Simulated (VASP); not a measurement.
A run of VASP 6.6.1 is set up as follows.

INCAR

```
SYSTEM = Sn2PbS3
  PREC = Accurate
  ENCUT = 520
  EDIFF = 1E-6
  ISMEAR = 0
  SIGMA = 0.1
  LREAL = .False.
  LASPH = .True.
  NELM = 60
  ALGO = Normal
  ISIF = 2
  LWAVE = .False.
  LCHARG = .True.
  GGA = PE
  LVHAR = .True.
  NBANDS = 39
  KPAR = 4
```

The input KPOINTS:

```
regular mesh
0
Gamma
  8 8 12
  0 0 0
```

The input POSCAR:

```
Sn2PbS3
1.0
    3.6148417580     -6.2537144118      0.0170860538
    3.6148417580      6.2537144118      0.0170860538
   -2.3937764943      0.0000000000      3.4602254662
Sn Pb S
2 1 3
Direct
    0.6724527808      0.0034811055      0.0295703806
    0.0034811055      0.6724527808      0.0295703806
    0.3453036286      0.3453036286      0.0466781518
    0.2089609277      0.5507712369      0.6049487371
    0.8522263205      0.8522263205      0.5838716129
    0.5507712369      0.2089609277      0.6049487371
```

Potentials or basis: VASP PAW PBE potentials, release 64 (Sn_d, Pb_d, S).

Command:

```console
$ cat potpaw_PBE.64/Sn_d/POTCAR potpaw_PBE.64/Pb_d/POTCAR potpaw_PBE.64/S/POTCAR > POTCAR
$ mpirun -np 4 vasp_std > vasp.out
```

**Question.** Estimate the pressure.

**Answer.** -0.1 GPa.

**Question.** What does it give for the largest force?

**Answer.** 0.009 eV/Å.

**Question.** Predict the band gap on the k mesh.

**Answer.** 0.05 eV.

Forces on the atoms (eV/Å):
```
Sn   0.000 -0.004  0.004
Sn   0.000  0.004  0.004
Pb   0.002  0.000  0.005
S   -0.001 -0.009 -0.004
S   -0.002  0.000 -0.006
S   -0.001  0.009 -0.004
```

Caveat: spin-orbit coupling is left out, which moves the levels of the heavy elements. A k mesh can miss the band edges.
